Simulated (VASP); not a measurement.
# SnSe (Cmcm) in VASP: relaxation of shape and atoms at fixed volume with PBE+D3(BJ)

Aim: the relaxation of shape and atoms at fixed volume of SnSe with PBE+D3(BJ).

All numbers are computed with VASP 6.6.1; they aren't measurements. Logs are shortened: lines on timing, memory, paths and dates and some standing lists are left out, and cuts for length are marked.

## 1. The cell of the first run

It takes space group Cmcm (No. 63, orthorhombic). The conventional cell has a = 4.272 Å, b = 11.691 Å, c = 4.266 Å, α = 90.00°, β = 90.00°, γ = 90.00°. Sn (site symmetry m2m) has 5 Se at 2.76 to 3.03 Å and 2 Sn at 3.57 Å within 3.6 Å. Se (site symmetry m2m) has 5 Sn at 2.76 to 3.03 Å within 3.6 Å.

## 2. Relaxation of shape and atoms at fixed volume, PBE+D3(BJ) (26.64 Å³/atom)

Contents of INCAR:

```
SYSTEM = SnSe
ALGO = Normal ; EDIFF = 1E-6
EDIFFG = -0.01 ; ENCUT = 600
GGA = PE ; IBRION = 2
ISIF = 4 ; ISMEAR = 0
IVDW = 12 ; LASPH = .True.
LCHARG = .False. ; LREAL = .False.
LWAVE = .False. ; NELM = 100
NSW = 50 ; PREC = Accurate
SIGMA = 0.01
```

Contents of KPOINTS:

```
k-points
0
Gamma
  10 10 8
  0 0 0
```

Contents of POSCAR:

```
SnSe
1.0
    2.1362338559     -5.8455010477      0.0000000000
    2.1362338559      5.8455010477      0.0000000000
    0.0000000000      0.0000000000      4.2662501963
Sn Se
2 2
Direct
    0.8773984471      0.1226015529      0.2500000000
    0.1226015529      0.8773984471      0.7500000000
    0.6413992651      0.3586007349      0.2500000000
    0.3586007349      0.6413992651      0.7500000000
```

Potentials or basis: VASP PAW PBE potentials, release 64 (Sn_d, Se).

Launch:

```
$ cat potpaw_PBE.64/Sn_d/POTCAR potpaw_PBE.64/Se/POTCAR > POTCAR
$ mpirun -np 1 vasp_std > vasp.out
```

OUTCAR:

```text
SYSTEM = SnSe
   EDIFF = 1E-6
   EDIFFG = -0.01
   ENCUT = 600
   GGA = PE
   IBRION = 2
   ISIF = 4
   ISMEAR = 0
   IVDW = 12
   LASPH = .True.
   LREAL = .False.
   NELM = 100
   NSW = 50
   PREC = Accurate
 IVDW          = 12

 ion  position               nearest neighbor table
   1  0.877  0.123  0.250-   3 2.76   4 3.03   4 3.03   4 3.03   4 3.03   2 3.57   2 3.57
   2  0.123  0.877  0.750-   4 2.76   3 3.03   3 3.03   3 3.03   3 3.03   1 3.57   1 3.57
   3  0.641  0.359  0.250-   1 2.76   2 3.03   2 3.03   2 3.03   2 3.03
   4  0.359  0.641  0.750-   2 2.76   1 3.03   1 3.03   1 3.03   1 3.03

  LATTYP: Found a base centered orthorhombic cell.
 ALAT       =     4.2724677118
 B/A-ratio  =     2.7363582089
 C/A-ratio  =     0.9985447484

  Lattice vectors:

 A1 = (   2.1362338559,  -5.8455010477,   0.0000000000)
 A2 = (   2.1362338559,   5.8455010477,   0.0000000000)
 A3 = (   0.0000000000,   0.0000000000,   4.2662501963)

Analysis of symmetry for initial positions (statically):
=====================================================================
 Subroutine PRICEL returns:
 Original cell was already a primitive cell.

 Routine SETGRP: Setting up the symmetry group for a
 base centered orthorhombic supercell.

 Subroutine GETGRP returns: Found  8 space group operations
 (whereof  4 operations were pure point group operations)
 out of a pool of  8 trial point group operations.

The static configuration has the point symmetry C_2h.
 The point group associated with its full space group is D_2h.

Analysis of symmetry for dynamics (positions and initial velocities):
=====================================================================
 Subroutine PRICEL returns:
 Original cell was already a primitive cell.

 Routine SETGRP: Setting up the symmetry group for a
 base centered orthorhombic supercell.

 Subroutine GETGRP returns: Found  8 space group operations
 (whereof  4 operations were pure point group operations)
 out of a pool of  8 trial point group operations.

The dynamic configuration has the point symmetry C_2h.
 The point group associated with its full space group is D_2h.

 Subroutine INISYM returns: Found  8 space group operations
 (whereof  4 operations are pure point group operations),
 and found     1 'primitive' translations

----------------------------------------------------------------------------------------

                                     Primitive cell

  volume of cell :     106.5484

  direct lattice vectors                    reciprocal lattice vectors
     2.136233856 -5.845501048  0.000000000     0.234056772 -0.085535867  0.000000000
[... 76 lines left out ...]
   dimension x,y,z NGXF=   100 NGYF=  100 NGZF=   72
   ions per type =               2   2
   NGX,Y,Z   is equivalent  to a cutoff of  13.36, 13.36, 14.03 a.u.
   NGXF,Y,Z  is equivalent  to a cutoff of  26.71, 26.71, 28.06 a.u.
 SYSTEM =  SnSe
   PREC   = accura    normal or accurate (medium, high low for compatibility)
   ISTART =      0    job   : 0-new  1-cont  2-samecut
   ICHARG =      2    charge: 1-file 2-atom 10-const
   ISPIN  =      1    spin polarized calculation?
   LNONCOLLINEAR =      F non collinear calculations
   LSORBIT =      F    spin-orbit coupling
   LASPH  =      T    aspherical Exc in radial PAW
   ENCUT  =  600.0 eV  44.10 Ry    6.64 a.u.  12.43 12.43  8.52*2*pi/ulx,y,z
   NELM   =    100;   NELMIN=  2; NELMDL= -5     # of ELM steps
   EDIFF  = 0.1E-05   stopping-criterion for ELM
   LREAL  =      F    real-space projection
   EDIFFG = -.1E-01   stopping-criterion for IOM
   NSW    =     50    number of steps for IOM
   IBRION =      2    ionic relax: 0-MD 1-quasi-New 2-CG
   NFREE  =      1    steps in history (QN), initial steepest desc. (CG)
   ISIF   =      4    stress and relaxation
   ISYM   =      2    0-nonsym 1-usesym 2-fastsym
   POTIM  = 0.5000    time-step for ionic-motion
   TEBEG  =    0.0;   TEEND  =   0.0 temperature during run
   PSTRESS=    0.0 pullay stress
   NELECT =      40.0000    total number of electrons
   NUPDOWN=      -1.0000    fix difference up-down
   EMIN   =  10.00;   EMAX   =-10.00  energy-range for DOS
   EFERMI =   0.00;   METHOD = LEGACY
   ISMEAR =     0;   SIGMA  =   0.01  broadening in eV -4-tet -1-fermi 0-gaus
   EFERMI_NEDOS =   21; number of points for ismear=-14 and -15
   IALGO  =     38    algorithm
   IMIX   =      4    mixing-type and parameters
     AMIX     =   0.40;   BMIX     =  1.00
     AMIX_MAG =   1.60;   BMIX_MAG =  1.00
  volume/ion in A,a.u.               =      26.64       179.76
  Fermi-wavevector in a.u.,A,eV,Ry     =   1.180989  2.231746 18.976524  1.394735
  Thomas-Fermi vector in A             =   2.317271
   LORBIT       =      0    0 simple, 1 ext, 2 COOP (PROOUT), +10 PAW based schemes
   GGA     = PE    functional components
   LHFCALC =     F    Hartree Fock is set to
   AEXX    =    0.0000 exact exchange contribution
   IVDW    =    12    specifies the selected vdW correction
   LEPSILON=     F    determine dielectric tensor
   LRPA    =     F    only Hartree local field effects (RPA)
 conjugate gradient relaxation of ions
 non-spin polarized calculation
 Gauss-broadening in eV      SIGMA  =   0.01
  energy-cutoff  :      600.00
  volume of cell :      106.55
 maximum number of plane-waves:      3584
 NGX is ok and might be reduce to    50
   NGX = 25   NGY = 25   NGZ = 17

--------------------------------------- Ionic step        1  -------------------------------------------

 number of electron      40.0000005 magnetization

 Free energy of the ion-electron system (eV)
  ---------------------------------------------------
  ext. energy  EPLUGINS =         0.00000000
  ---------------------------------------------------
  free energy    TOTEN  =       -16.37606536 eV

  energy without entropy =      -16.37606536  energy(sigma->0) =      -16.37606536

------------------------ aborting loop because EDIFF is reached ----------------------------------------

 Edisp (eV)   -1.45080

 E8    (eV) :    -0.6542
[... 243 lines left out ...]
--------------------------------------- Ionic step        7  -------------------------------------------

 number of electron      40.0000003 magnetization

 Free energy of the ion-electron system (eV)
  ---------------------------------------------------
  ext. energy  EPLUGINS =         0.00000000
  ---------------------------------------------------
  free energy    TOTEN  =       -16.38005400 eV

  energy without entropy =      -16.38005400  energy(sigma->0) =      -16.38005400

 E-fermi :   5.5433     XC(G=0):  -9.7321

 val. band max:        5.4670136558   @ k =   0.2000   0.2000   0.0000
 cond. band min:       5.8114966950   @ k =   0.5000   0.5000   0.0000
 fundamental gap:      0.3444830392
 Fermi energy:         5.5433443435

 k-point     1 :       0.0000    0.0000    0.0000
  band No.  band energies     occupation
      1     -15.9180      2.00000
      2     -15.9170      2.00000
      3     -15.9053      2.00000
      4     -15.9041      2.00000
      5     -15.8918      2.00000
      6     -15.8901      2.00000
[... 637 lines left out ...]
     23       7.2514      0.00000
     24       8.7129      0.00000

 [... further k-points ...]

------------------------ aborting loop because EDIFF is reached ----------------------------------------

 Edisp (eV)   -1.45095

 E8    (eV) :    -0.6543
[... 27 lines left out ...]
  FREE ENERGIE OF THE ION-ELECTRON SYSTEM (eV)
  ---------------------------------------------------
  free  energy   TOTEN  =       -17.8310029363 eV

  energy  without entropy=      -17.8310029363  energy(sigma->0) =      -17.83100294

 reached required accuracy - stopping structural energy minimisation
```

CONTCAR:

```text
SnSe
   1.00000000000000
     2.1291446479069931   -5.8754293418976795   -0.0000000000000000
     2.1291446479069931    5.8754293418976795    0.0000000000000000
     0.0000000000000000   -0.0000000000000000    4.2586513131748616
  Sn              Se
     2     2
Direct
     0.8754707265867621    0.1245292734132379    0.2500000000000000
     0.1245292734132379    0.8754707265867621    0.7500000000000000
     0.6424868400880324    0.3575131599119676    0.2500000000000000
     0.3575131599119676    0.6424868400880324    0.7500000000000000

  0.00000000E+00  0.00000000E+00  0.00000000E+00
  0.00000000E+00  0.00000000E+00  0.00000000E+00
  0.00000000E+00  0.00000000E+00  0.00000000E+00
  0.00000000E+00  0.00000000E+00  0.00000000E+00
```

Wall time 57 min (1 thread of Oxide Virtual Turin-like, shared host); peak memory 0.59 GiB.

What came out:

| Quantity | Value |
| --- | --- |
| Free energy | -17.8310 eV |
| Energy gained by relaxing | 1.0 meV/atom |
| Ionic steps | 7 |
| Pressure after relaxing | -1.0 GPa |
| Largest force after relaxing | 0.005 eV/Å |
| Band gap on the k mesh | 0.34 eV (least direct gap 0.64 eV) |
| Dispersion energy per atom | -0.363 eV |

Forces in eV/Å, atoms in the order of the input:
```
Sn   0.000  0.003  0.000
Sn   0.000 -0.003  0.000
Se   0.000  0.005  0.000
Se   0.000 -0.005  0.000
```

The path:
```
step  energy change (eV)  largest force (eV/Å)  pressure (GPa)  volume (Å³)
   1              0.0000                0.1322           -1.48       106.55
   2             -0.0020                0.0827           -1.36       106.55
   3             -0.0029                0.0236           -1.19       106.55
   4             -0.0040                0.0168           -1.10       106.55
   5             -0.0041                0.0142           -1.07       106.55
   6             -0.0041                0.0138           -1.06       106.55
   7             -0.0041                0.0051           -1.03       106.55
```

Final structure:
```
CELL_PARAMETERS angstrom
2.12914 -5.87543 0.00000
2.12914 5.87543 0.00000
0.00000 0.00000 4.25865
ATOMIC_POSITIONS crystal
Sn 0.87547 0.12453 0.25000
Sn 0.12453 0.87547 0.75000
Se 0.64249 0.35751 0.25000
Se 0.35751 0.64249 0.75000
```

Caveat: spin-orbit coupling is left out, which moves the levels of the heavy elements. A k mesh can miss the band edges.
